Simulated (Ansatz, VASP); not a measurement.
**Si: VASP beside Ansatz**

```
CELL_PARAMETERS angstrom
0.00000 2.73505 2.73505
2.73505 0.00000 2.73505
2.73505 2.73505 0.00000
ATOMIC_POSITIONS crystal
Si 0.75000 0.75000 0.75000
Si 0.50000 0.50000 0.50000
```

Alike in both runs: task single point; functional PBE; k mesh 8 × 8 × 8; occupations gaussian, width 0.02 eV; collinear spin.

|  | VASP | Ansatz |
| --- | --- | --- |
| version | VASP 6.6.1 | Ansatz 0.2.0 |
| potentials or method | VASP PAW PBE potentials, release 64 (Si), cutoff 500 eV | scalar-relativistic, plane waves, PAW |
| valence electrons in the cell | 8 | 8 |

Ansatz gave:

* gap on the k mesh at the Fermi level (eV): 0.65
* pressure (GPa): 0.0
* net moment per atom (μB): 0.00

Problem. Estimate VASP's values.

Solution. gap on the k mesh at the Fermi level (eV): 0.65; pressure (GPa): -0.1; net moment per atom (μB): 0.00.

With one functional, cell and mesh, what is left measures potentials, basis and numerics. Ansatz's warnings: seeded moment not kept.
